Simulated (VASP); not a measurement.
The system is Ir.

```
CELL_PARAMETERS angstrom
2.79640 0.00000 0.00000
-1.39820 2.42175 0.00000
0.00000 0.00000 4.52878
ATOMIC_POSITIONS crystal
Ir 0.33333 0.66667 0.25000
Ir 0.66667 0.33333 0.75000
```

Base run:

* Program: VASP 6.6.1
* Functional: BLYP
* Potentials or basis: VASP PAW PBE potentials, release 64 (Ir)
* Cutoff: 520 eV
* k mesh: 11 × 11 × 6
* Occupations: fermi-dirac, width 0.05 eV
* Spin: no spin polarisation

Its results: band gap on the k mesh zero (band 9 reaches 10.57 eV, above the bottom of band 10 at 7.79 eV); pressure 2.3 GPa.

The run is repeated on the same cell with these changes: potentials or basis from VASP PAW PBE potentials, release 64 (Ir) to VASP PAW PBE potentials, release 64 (Ir_sv_GW); cutoff from 520 eV to 500 eV; further incar settings from ALGO = Fast; EDIFF = 1e-07; NBANDS = 16 to ALGO = Normal; EDIFF = 1e-06; NBANDS = 24; valence electrons from 18 to 34. What comes out?

Band gap on the k mesh zero (band 17 reaches 12.89 eV, above the bottom of band 18 at 10.10 eV); pressure -1.4 GPa.

Caveats: the PAW data sets were made with another functional, which shifts forces and pressure a little; spin-orbit coupling is left out, which moves the levels of the heavy elements.
